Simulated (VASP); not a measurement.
Set up this calculation in VASP 6.6.1, as the native input.

* Task: single point
* Functional: PBEsol
* Potentials or basis: VASP PAW PBE potentials, release 64 (Ru_pv)
* Cutoff: 520 eV
* k mesh: 18 × 18 × 10
* Occupations: methfessel-paxton, width 0.05 eV
* Spin: no spin polarisation
* Dipole correction: no
* Further INCAR settings: ALGO = Normal; EDIFF = 1e-06; NBANDS = 21

The structure of Ru lies in POSCAR:

```
Ru
1.0
    2.6882472787      0.0000000000      0.0000000000
   -1.3441236394      2.3280904350      0.0000000000
    0.0000000000      0.0000000000      4.2549581198
Ru
2
Direct
    0.3333333333      0.6666666667      0.2500000000
    0.6666666667      0.3333333333      0.7500000000
```

The input as run:

INCAR

```
PREC = Accurate
ENCUT = 520
EDIFF = 1E-6
ISMEAR = 1
SIGMA = 0.05
LREAL = F
LASPH = T
NELM = 80
ALGO = Normal
ISIF = 2
LWAVE = F
LCHARG = F
GGA = PS
NBANDS = 21
```

KPOINTS

```
Automatic mesh
0
Gamma
  18 18 10
```

Potentials or basis: VASP PAW PBE potentials, release 64 (Ru_pv).

Run with:

```console
$ cat potpaw_PBE.64/Ru_pv/POTCAR > POTCAR
$ mpirun -np 1 vasp_std > vasp.out
```

Results of the run:

```yaml
Pressure: 0.0 GPa
Band_gap_on_the_k_mesh: zero (bands 14 and 15 overlap by 3.22 eV)
```

Caveat: the PAW data sets were made with another functional, which shifts forces and pressure a little.

Run time: 39 s on 1 thread of AMD EPYC 9R45 96-Core Processor (Zen 5) (shared host), peak memory 0.18 GiB.
